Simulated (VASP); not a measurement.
Here is a VASP 6.6.1 calculation.

Contents of INCAR:

```
SYSTEM = Ni
ALGO = Normal
EDIFF = 1E-6
ENCUT = 600
GGA = PE
GGA_COMPAT = .False.
ISIF = 2
ISMEAR = -1
ISPIN = 2
LASPH = .True.
LCHARG = .False.
LMAXMIX = 4
LORBIT = 11
LREAL = .False.
LWAVE = .False.
MAGMOM = 0.592
NBANDS = 15
NELM = 200
PREC = Accurate
SIGMA = 0.05
```

KPOINTS

```
k-points
0
Gamma
  18 18 18
  0 0 0
```

File POSCAR:

```
Ni
1.0
   -1.4003306342      1.4003306342      1.4003306342
    1.4003306342     -1.4003306342      1.4003306342
    1.4003306342      1.4003306342     -1.4003306342
Ni
1
Direct
    0.0000000000      0.0000000000      0.0000000000
```

Potentials or basis: VASP PAW PBE potentials, release 64 (Ni).

The run is started by

```console
$ cat potpaw_PBE.64/Ni/POTCAR > POTCAR
$ mpirun -np 1 vasp_std > vasp.out
```

Q: Predict the pressure.

A: 0.0 GPa.

Q: What does it give for the site moments?

A: Ni +0.57 μB.

Q: Estimate the net moment.

A: 0.57 μB per cell.
